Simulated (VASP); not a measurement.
Input of a VASP 6.6.1 run:

POSCAR

```
Si5Ge
1.0
    3.8986340619      0.0000000000      0.0000000000
   -1.9493170310      3.3763161377      0.0000000000
    0.0000000000      0.0000000000     19.0922127668
Si Ge
10 2
Direct
    0.3333333333      0.6666666667      0.7676969295
    0.6666666667      0.3333333333      0.7269566844
    0.0000000000      0.0000000000      0.5620614746
    0.6666666667      0.3333333333      0.6028150959
    0.0000000000      0.0000000000      0.4379385254
    0.3333333333      0.6666666667      0.3971849041
    0.6666666667      0.3333333333      0.2323030705
    0.3333333333      0.6666666667      0.2730433156
    0.6666666667      0.3333333333      0.1084400208
    0.3333333333      0.6666666667      0.8915599792
    0.0000000000      0.0000000000      0.0650575297
    0.0000000000      0.0000000000      0.9349424703
```

Contents of INCAR.step1:

```
PREC     = Accurate       # precision mode
ENCUT    = 550            # plane-wave cutoff, eV
ISMEAR   = 0              # smearing method
SIGMA    = 0.02           # smearing width, eV
LREAL    = F              # projectors in reciprocal space
LASPH    = T              # aspherical terms in the spheres
NELM     = 120            # most SCF steps
NBANDS   = 46             # bands
GGA      = PE             # functional
ALGO     = Normal         # electronic algorithm
EDIFF    = 1E-5           # SCF threshold, eV
LWAVE    = T              # write WAVECAR
LCHARG   = F              # write CHGCAR
GGA_COMPAT= F
```

Contents of INCAR.step2:

```
PREC     = Accurate       # precision mode
ENCUT    = 550            # plane-wave cutoff, eV
EDIFF    = 1E-6           # SCF threshold, eV
ISMEAR   = 0              # smearing method
SIGMA    = 0.02           # smearing width, eV
LREAL    = F              # projectors in reciprocal space
LASPH    = T              # aspherical terms in the spheres
NELM     = 120            # most SCF steps
ALGO     = Normal         # electronic algorithm
ISIF     = 2              # what is computed and relaxed
LWAVE    = F              # write WAVECAR
LCHARG   = T              # write CHGCAR
METAGGA  = R2SCAN         # meta-GGA
LMIXTAU  = T            
LELF     = T              # ELF
LVHAR    = T            
NBANDS   = 46             # bands
ISTART   = 1            
GGA_COMPAT= F
```

The input KPOINTS:

```
regular mesh
0
Gamma
  12 12 2
```

Potentials or basis: VASP PAW PBE potentials, release 64 (Si, Ge_d).

Command:

```bash
$ cat potpaw_PBE.64/Si/POTCAR potpaw_PBE.64/Ge_d/POTCAR > POTCAR
$ cp INCAR.step1 INCAR
$ mpirun -np 1 vasp_std > vasp.out
$ cp INCAR.step2 INCAR
$ mpirun -np 1 vasp_std > vasp.out
```

What does it give for the band gap on the k mesh?

0.74 eV, indirect (least direct gap 1.47 eV).

Predict the pressure.

-1.8 GPa.

What does it give for the largest force?

0.078 eV/Å.

Forces in eV/Å, atoms in the order of the input:
```
Si   0.000  0.000  0.012
Si   0.000  0.000 -0.005
Si   0.000  0.000 -0.007
Si   0.000  0.000  0.007
Si   0.000  0.000  0.007
Si   0.000  0.000 -0.007
Si   0.000  0.000 -0.012
Si   0.000  0.000  0.005
Si   0.000  0.000 -0.078
Si   0.000  0.000  0.078
Ge   0.000  0.000 -0.024
Ge   0.000  0.000  0.024
```

Caveat: the PAW data sets were made with another functional, which shifts forces and pressure a little. r2SCAN opens gaps a little over a GGA but as a rule still falls short of measured ones.
